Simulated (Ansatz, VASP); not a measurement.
**Two plane-wave programs on CdGeAs2**

INCAR

```
SYSTEM = CdGeAs2
PREC = Accurate
ENCUT = 500
EDIFF = 1E-6
ISMEAR = 0
SIGMA = 0.01
LREAL = .FALSE.
LASPH = .TRUE.
NELM = 120
ALGO = Normal
ISIF = 2
LWAVE = .FALSE.
LCHARG = .FALSE.
GGA = PE
NBANDS = 46
GGA_COMPAT = .FALSE.
```

File KPOINTS:

```
Automatic mesh
0
G
  8 8 8
  0 0 0
```

The input POSCAR:

```
CdGeAs2
1.0
   -2.9888745628      2.9888745628      5.6642966801
    2.9888745628     -2.9888745628      5.6642966801
    2.9888745628      2.9888745628     -5.6642966801
Cd Ge As
2 2 4
Direct
    0.2500000000      0.7500000000      0.5000000000
    0.5000000000      0.5000000000      0.0000000000
    0.0000000000      0.0000000000      0.0000000000
    0.7500000000      0.2500000000      0.5000000000
    0.8750000000      0.3462175700      0.9712175700
    0.6537824300      0.6250000000      0.5287824300
    0.3750000000      0.9037824300      0.0287824300
    0.0962175700      0.1250000000      0.4712175700
```

Input for Ansatz:

```yaml
crystal:
  lattice:
    - [-2.9888745628, 2.9888745628, 5.6642966801]
    - [2.9888745628, -2.9888745628, 5.6642966801]
    - [2.9888745628, 2.9888745628, -5.6642966801]
  atoms:
    - { symbol: Cd, position: [0.25, 0.75, 0.5] }
    - { symbol: Cd, position: [0.5, 0.5, 0.0] }
    - { symbol: Ge, position: [0.0, 0.0, 0.0] }
    - { symbol: Ge, position: [0.75, 0.25, 0.5] }
    - { symbol: As, position: [0.875, 0.34621757, 0.97121757] }
    - { symbol: As, position: [0.65378243, 0.625, 0.52878243] }
    - { symbol: As, position: [0.375, 0.90378243, 0.02878243] }
    - { symbol: As, position: [0.09621757, 0.125, 0.47121757] }
basis:
  ecutwfc: 420
kpoints:
  mp_grid: { grid: [8, 8, 8] }
hamiltonian:
  xc: pbe
  pseudopotentials: { kind: paw }
scf:
  occupations: { method: gaussian, width: 0.01 }
output:
  forces: true
  stress: true
  eigenvalues: true
```

Alike in both runs: task single point; functional PBE; k mesh 8 × 8 × 8; occupations gaussian, width 0.01 eV; no spin polarisation.

|  | VASP | Ansatz |
| --- | --- | --- |
| version | VASP 6.6.1 | Ansatz 0.2.0 |
| potentials or method | VASP PAW PBE potentials, release 64 (Cd, Ge_d, As), cutoff 500 eV | scalar-relativistic, plane waves, PAW |
| valence electrons in the cell | 72 | 128 |

Ansatz gave:

| Property | Result |
| --- | --- |
| gap on the k mesh at the Fermi level (eV) | 0.13 |
| least direct gap on the mesh (eV) | 0.21 |
| pressure (GPa) | 2.2 |
| traceless stress, the component that is largest in VASP (GPa) | -0.07 |
| rms of the force components (eV/Å) | 0.058 |

**Question.** Which values does VASP return?

**Answer.** gap on the k mesh at the Fermi level (eV): 0.13; least direct gap on the mesh (eV): 0.21; pressure (GPa): 2.4; traceless stress, the component that is largest in VASP (GPa): -0.08; rms of the force components (eV/Å): 0.054.

Atom by atom the forces differ by 0.004 eV/Å (rms over components). VASP's potentials hold 72 valence electrons a cell and Ansatz's 128, so a difference there can come from the potentials and not from the codes.
